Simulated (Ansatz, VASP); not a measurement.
## Two plane-wave programs on HfN

```
Hf N
1.0
     2.82503    0.00000    0.00000
     0.00000    2.82503    0.00000
     0.00000    0.00000    2.82503
Hf N
1 1
Direct
  0.50000 0.50000 0.50000
  0.00000 0.00000 0.00000
```

Alike in both runs: functional PBE-based screened hybrid; k mesh 5 × 5 × 5; occupations fermi-dirac, width 0.05 eV; no spin polarisation.

|  | VASP | Ansatz |
| --- | --- | --- |
| version | VASP 6.6.1 | Ansatz 0.2.0 |
| potentials or method | VASP PAW PBE potentials, release 64 (Hf_pv, N) | Ansatz PAW |
| plane-wave cutoff (eV) | 520 | 420 |
| valence electrons in the cell | 15 | 31 |
| task | single point | band structure |

|  | VASP | Ansatz | Ansatz less VASP |
| --- | --- | --- | --- |
| gap on the k mesh at the Fermi level (eV) | none | none | - |
| pressure (GPa) | -10.6 | -6.3 | +4.26 |

VASP's potentials were made for PBE, not for PBE-based screened hybrid. A gap of «none» marks a metal or a gap that the smearing closes. The functional is the same, so the differences come from potentials, cutoffs and numerics. VASP's potentials hold 15 valence electrons a cell and Ansatz's 31, so a difference there can come from the potentials and not from the codes.

The k mesh is coarse, so the values compare programs but aren't converged. Spin-orbit coupling is off throughout.
